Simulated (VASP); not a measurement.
The system is NaH.

```
Na H
1.0
     2.93239    0.00000    0.00000
     0.00000    2.93239    0.00000
     0.00000    0.00000    2.93239
Na H
1 1
Direct
  0.00000 0.00000 0.00000
  0.50000 0.50000 0.50000
```

Base run:

| Quantity | Value |
| --- | --- |
| Program | VASP 6.6.1 |
| Functional | r2SCAN |
| Potentials or basis | VASP PAW PBE potentials, release 64 (Na_pv, H) |
| Cutoff | 520 eV |
| k mesh | 6 × 6 × 6 |
| Occupations | gaussian, width 0.01 eV |
| Spin | no spin polarisation |

Its results: band gap on the k mesh 1.60 eV (least direct gap 5.16 eV); pressure -0.3 GPa.

Q: The run is repeated on the same cell with these changes: functional from r2SCAN to PBE. What comes out?

A: Band gap on the k mesh 1.03 eV (least direct gap 4.50 eV); pressure 0.8 GPa.

Caveats: the structure was generated, so it needn't be the stable form of NaH; the PAW data sets were made with another functional, which shifts forces and pressure a little (at least some runs).

A k mesh can miss the band edges.
